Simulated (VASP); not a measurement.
# AlNi (Pm-3m) in VASP: further runs

AlNi is run at these levels: r2SCAN; tasks: single point.

Program: VASP 6.6.1. These are calculated values, not measurements. Logs are shortened: lines on timing, memory, paths and dates and some standing lists are left out, and cuts for length are marked.

### Step 1. The cell of the first run

It takes space group Pm-3m (No. 221, cubic). Conventional cell: a = 2.881 Å, b = 2.881 Å, c = 2.881 Å, α = 90.00°, β = 90.00°, γ = 90.00°. Within 3.3 Å of Al (site symmetry m-3m) lie 8 Ni at 2.50 Å and 6 Al at 2.88 Å. Ni (site symmetry m-3m) has 8 Al at 2.50 Å and 6 Ni at 2.88 Å within 3.3 Å.

### Step 2. Single point, r2SCAN

Contents of POSCAR:

```
AlNi
1.0
    2.8810000000      0.0000000000      0.0000000000
    0.0000000000      2.8810000000      0.0000000000
    0.0000000000      0.0000000000      2.8810000000
Al Ni
1 1
Direct
    0.0000000000      0.0000000000      0.0000000000
    0.5000000000      0.5000000000      0.5000000000
```

Contents of INCAR.step1:

```
SYSTEM = AlNi
ALGO = Normal
EDIFF = 1E-4
ENCUT = 520
GGA = PE
ISMEAR = 0
LASPH = .True.
LCHARG = .False.
LREAL = .False.
LWAVE = .True.
NBANDS = 14
NELM = 100
PREC = Accurate
SIGMA = 0.1
```

Contents of INCAR.step2:

```
SYSTEM = AlNi
ALGO = Normal
EDIFF = 1E-7
ENCUT = 520
ISIF = 2
ISMEAR = 0
ISTART = 1
LASPH = .True.
LCHARG = .False.
LMIXTAU = .True.
LREAL = .False.
LWAVE = .False.
METAGGA = R2SCAN
NBANDS = 14
NELM = 100
PREC = Accurate
SIGMA = 0.1
```

Contents of KPOINTS:

```
k-points
0
Gamma
  6 6 6
  0 0 0
```

Potentials or basis: VASP PAW PBE potentials, release 64 (Al, Ni).

Run with:

```
> cat potpaw_PBE.64/Al/POTCAR potpaw_PBE.64/Ni/POTCAR > POTCAR
> cp INCAR.step1 INCAR
> mpirun -np 1 vasp_std > vasp.out
> cp INCAR.step2 INCAR
> mpirun -np 1 vasp_std > vasp.out
```

OUTCAR:

```text
SYSTEM = AlNi
   EDIFF = 1E-7
   ENCUT = 520
   ISIF = 2
   ISMEAR = 0
   ISTART = 1
   LASPH = .True.
   LREAL = .False.
   METAGGA = R2SCAN
   NELM = 100
   PREC = Accurate

 ion  position               nearest neighbor table
   1  0.000  0.000  0.000-   2 2.50   2 2.50   2 2.50   2 2.50   2 2.50   2 2.50   2 2.50   2 2.50

   2  0.500  0.500  0.500-   1 2.50   1 2.50   1 2.50   1 2.50   1 2.50   1 2.50   1 2.50   1 2.50

  LATTYP: Found a simple cubic cell.
 ALAT       =     2.8810000000

  Lattice vectors:

 A1 = (   2.8810000000,   0.0000000000,   0.0000000000)
 A2 = (   0.0000000000,   2.8810000000,   0.0000000000)
 A3 = (   0.0000000000,   0.0000000000,   2.8810000000)

Analysis of symmetry for initial positions (statically):
=====================================================================
 Subroutine PRICEL returns:
 Original cell was already a primitive cell.

 Routine SETGRP: Setting up the symmetry group for a
 simple cubic supercell.

 Subroutine GETGRP returns: Found 48 space group operations
 (whereof 48 operations were pure point group operations)
 out of a pool of 48 trial point group operations.

The static configuration has the point symmetry O_h .

Analysis of symmetry for dynamics (positions and initial velocities):
=====================================================================
 Subroutine PRICEL returns:
 Original cell was already a primitive cell.

 Routine SETGRP: Setting up the symmetry group for a
 simple cubic supercell.

 Subroutine GETGRP returns: Found 48 space group operations
 (whereof 48 operations were pure point group operations)
 out of a pool of 48 trial point group operations.

The dynamic configuration has the point symmetry O_h .

 Subroutine INISYM returns: Found 48 space group operations
 (whereof 48 operations are pure point group operations),
 and found     1 'primitive' translations

----------------------------------------------------------------------------------------

                                     Primitive cell

  volume of cell :      23.9128

  direct lattice vectors                    reciprocal lattice vectors
     2.881000000  0.000000000  0.000000000     0.347101701  0.000000000  0.000000000
     0.000000000  2.881000000  0.000000000     0.000000000  0.347101701  0.000000000
     0.000000000  0.000000000  2.881000000     0.000000000  0.000000000  0.347101701

  length of vectors
     2.881000000  2.881000000  2.881000000     0.347101701  0.347101701  0.347101701

  position of ions in fractional coordinates (direct lattice)
     0.000000000  0.000000000  0.000000000
     0.500000000  0.500000000  0.500000000

  ion indices of the primitive-cell ions
   primitive index   ion index
                 1           1
                 2           2

----------------------------------------------------------------------------------------

 KPOINTS: k-points

Automatic generation of k-mesh.
 Grid dimensions read from file:
 generate k-points for:    6    6    6

 Generating k-lattice:

  Cartesian coordinates                     Fractional coordinates (reciprocal lattice)
     0.057850283  0.000000000  0.000000000     0.166666667  0.000000000  0.000000000
     0.000000000  0.057850283  0.000000000     0.000000000  0.166666667  0.000000000
     0.000000000  0.000000000  0.057850283     0.000000000  0.000000000  0.166666667

  Length of vectors
     0.057850283  0.057850283  0.057850283

  Shift w.r.t. Gamma in fractional coordinates (k-lattice)
     0.000000000  0.000000000  0.000000000

 Subroutine IBZKPT returns following result:
 ===========================================

 Found     20 irreducible k-points:

 Following reciprocal coordinates:
            Coordinates               Weight
  0.000000  0.000000  0.000000      1.000000
  0.166667  0.000000  0.000000      6.000000
  0.333333  0.000000  0.000000      6.000000
  0.500000  0.000000  0.000000      3.000000
  0.166667  0.166667  0.000000     12.000000
  0.333333  0.166667  0.000000     24.000000
[... 12 lines left out ...]
  0.500000  0.500000  0.333333      6.000000
  0.500000  0.500000  0.500000      1.000000
   k-points           NKPTS =     20   k-points in BZ     NKDIM =     20   number of bands    NBANDS=     14
   number of dos      NEDOS =    301   number of ions     NIONS =      2
   total plane-waves  NPLWV =  13824
   dimension x,y,z NGX =    24 NGY =   24 NGZ =   24
   dimension x,y,z NGXF=    48 NGYF=   48 NGZF=   48
   ions per type =               1   1
   NGX,Y,Z   is equivalent  to a cutoff of  13.85, 13.85, 13.85 a.u.
   NGXF,Y,Z  is equivalent  to a cutoff of  27.70, 27.70, 27.70 a.u.
 SYSTEM =  AlNi
   PREC   = accura    normal or accurate (medium, high low for compatibility)
   ISTART =      1    job   : 0-new  1-cont  2-samecut
   ICHARG =      0    charge: 1-file 2-atom 10-const
   ISPIN  =      1    spin polarized calculation?
   LNONCOLLINEAR =      F non collinear calculations
   LSORBIT =      F    spin-orbit coupling
   LASPH  =      T    aspherical Exc in radial PAW
   ENCUT  =  520.0 eV  38.22 Ry    6.18 a.u.   5.36  5.36  5.36*2*pi/ulx,y,z
   NELM   =    100;   NELMIN=  2; NELMDL=  0     # of ELM steps
   EDIFF  = 0.1E-06   stopping-criterion for ELM
   LREAL  =      F    real-space projection
   EDIFFG = 0.1E-05   stopping-criterion for IOM
   NSW    =      0    number of steps for IOM
   IBRION =     -1    ionic relax: 0-MD 1-quasi-New 2-CG
   NFREE  =      0    steps in history (QN), initial steepest desc. (CG)
   ISIF   =      2    stress and relaxation
   ISYM   =      2    0-nonsym 1-usesym 2-fastsym
   POTIM  = 0.5000    time-step for ionic-motion
   TEBEG  =    0.0;   TEEND  =   0.0 temperature during run
   PSTRESS=    0.0 pullay stress
   NELECT =      13.0000    total number of electrons
   NUPDOWN=      -1.0000    fix difference up-down
   EMIN   =  10.00;   EMAX   =-10.00  energy-range for DOS
   EFERMI =   0.00;   METHOD = LEGACY
   ISMEAR =     0;   SIGMA  =   0.10  broadening in eV -4-tet -1-fermi 0-gaus
   EFERMI_NEDOS =   21; number of points for ismear=-14 and -15
   IALGO  =     38    algorithm
   IMIX   =      4    mixing-type and parameters
     AMIX     =   0.40;   BMIX     =  1.00
     AMIX_MAG =   1.60;   BMIX_MAG =  1.00
  volume/ion in A,a.u.               =      11.96        80.69
  Fermi-wavevector in a.u.,A,eV,Ry     =   1.336122  2.524904 24.289410  1.785221
  Thomas-Fermi vector in A             =   2.464773
   LORBIT       =      0    0 simple, 1 ext, 2 COOP (PROOUT), +10 PAW based schemes
   METAGGA = R2SCAN    functional components
   LHFCALC =     F    Hartree Fock is set to
   AEXX    =    0.0000 exact exchange contribution
   IVDW    =     0    specifies the selected vdW correction
   LEPSILON=     F    determine dielectric tensor
   LRPA    =     F    only Hartree local field effects (RPA)
 non-spin polarized calculation
 Gauss-broadening in eV      SIGMA  =   0.10
  energy-cutoff  :      520.00
  volume of cell :       23.91
 maximum number of plane-waves:       659
 NGX is ok and might be reduce to    24
   NGX = 11   NGY = 11   NGZ = 11

 number of electron      13.0000015 magnetization

 Free energy of the ion-electron system (eV)
  ---------------------------------------------------
  ext. energy  EPLUGINS =         0.00000000
  ---------------------------------------------------
  free energy    TOTEN  =       -20.03533000 eV

  energy without entropy =      -20.02858563  energy(sigma->0) =      -20.03195782

 E-fermi :   9.9498     XC(G=0): -13.0141

 val. band max:        9.9398234498   @ k =   0.3333   0.1667   0.0000
 cond. band min:      10.2433553834   @ k =   0.3333   0.1667   0.1667
 fundamental gap:      0.3035319335
 Fermi energy:         9.9498418760

 k-point     1 :       0.0000    0.0000    0.0000
  band No.  band energies     occupation
      1      -1.8261      2.00000
      2       6.5303      2.00000
      3       6.5303      2.00000
      4       8.2673      2.00000
      5       8.2673      2.00000
      6       8.2673      2.00000
      7      15.7803      0.00000
      8      15.7803      0.00000
      9      15.7803      0.00000
     10      18.2799      0.00000
     11      18.2799      0.00000
     12      24.9190      0.00000
     13      31.9179      0.00000
     14      31.9179      0.00000

 k-point     2 :       0.1667    0.0000    0.0000
  band No.  band energies     occupation
      1      -1.2899      2.00000
      2       6.4278      2.00000
      3       6.6517      2.00000
      4       8.0636      2.00000
      5       8.0636      2.00000
      6       8.2897      2.00000
      7      12.4459      0.00000
      8      16.4617      0.00000
      9      16.4617      0.00000
     10      18.3291      0.00000
     11      21.1072      0.00000
     12      26.8116      0.00000
     13      28.3859      0.00000
     14      28.3859      0.00000

 k-point     3 :       0.3333    0.0000    0.0000
  band No.  band energies     occupation
      1       0.2737      2.00000
      2       5.2938      2.00000
      3       6.9066      2.00000
      4       7.7040      2.00000
      5       7.7040      2.00000
      6       8.3348      2.00000
      7       9.7513      1.99500
      8      18.2668      0.00000
      9      18.2668      0.00000
     10      18.4541      0.00000
     11      23.3382      0.00000
     12      24.3850      0.00000
     13      24.3850      0.00000
     14      27.1367      0.00000
[... 256 lines left out ...]
 k-point    19 :       0.5000    0.5000    0.3333
  band No.  band energies     occupation
      1       5.2513      2.00000
      2       5.7572      2.00000
      3       5.7572      2.00000
      4       8.0978      2.00000
      5       8.8614      2.00000
      6      10.4001      0.00000
      7      10.4001      0.00000
      8      11.7155      0.00000
      9      13.2066      0.00000
     10      16.8034      0.00000
     11      16.8048      0.00000
     12      16.8048      0.00000
     13      20.1782      0.00000
     14      35.6521      0.00000

 k-point    20 :       0.5000    0.5000    0.5000
  band No.  band energies     occupation
      1       5.5882      2.00000
      2       5.5882      2.00000
      3       5.5882      2.00000
      4       8.8690      2.00000
      5       8.8690      2.00000
      6      11.9241      0.00000
      7      11.9241      0.00000
      8      11.9241      0.00000
      9      14.3568      0.00000
     10      14.5120      0.00000
     11      14.5120      0.00000
     12      14.5120      0.00000
     13      18.1872      0.00000
     14      38.8411      0.00000

------------------------ aborting loop because EDIFF is reached ----------------------------------------

  FORCE on cell =-STRESS in cart. coord.  units (eV):
  Direction    XX          YY          ZZ          XY          YZ          ZX
  --------------------------------------------------------------------------------------
  -------------------------------------------------------------------------------------
  Total       -0.4625206     -0.4625206     -0.4625206      0.0000000     -0.0000000      0.0000000
  in kB      -30.9893107    -30.9893107    -30.9893107      0.0000000     -0.0000000      0.0000000
  external PRESSURE =     -30.9893107 kB  Pullay stress =       0.0000000 kB

 VOLUME and BASIS-vectors are now :
 -----------------------------------------------------------------------------
  energy-cutoff  :      520.00
  volume of cell :       23.91
      direct lattice vectors                 reciprocal lattice vectors
     2.881000000  0.000000000  0.000000000     0.347101701  0.000000000  0.000000000
     0.000000000  2.881000000  0.000000000     0.000000000  0.347101701  0.000000000
     0.000000000  0.000000000  2.881000000     0.000000000  0.000000000  0.347101701

 POSITION                                       TOTAL-FORCE (eV/Angst)
 -----------------------------------------------------------------------------------
      0.00000      0.00000      0.00000         0.000000      0.000000      0.000000
      1.44050      1.44050      1.44050         0.000000      0.000000      0.000000
 -----------------------------------------------------------------------------------
    total drift:                                0.000000      0.000000     -0.000000

  FREE ENERGIE OF THE ION-ELECTRON SYSTEM (eV)
  ---------------------------------------------------
  free  energy   TOTEN  =       -20.0353299975 eV

  energy  without entropy=      -20.0285856332  energy(sigma->0) =      -20.03195782
```

It took 12 s on 1 thread of Intel Xeon 6975P-C (Granite Rapids), shared host; peak memory 0.14 GiB.

Results:

| Property | Result |
| --- | --- |
| Free energy | -20.0353 eV |
| Pressure | -3.1 GPa |

Caveat: the k points lie up to 0.36 Å⁻¹ apart; the PAW data sets were made with another functional, which shifts forces and pressure a little.

(Part 1 of 2 ends here.)
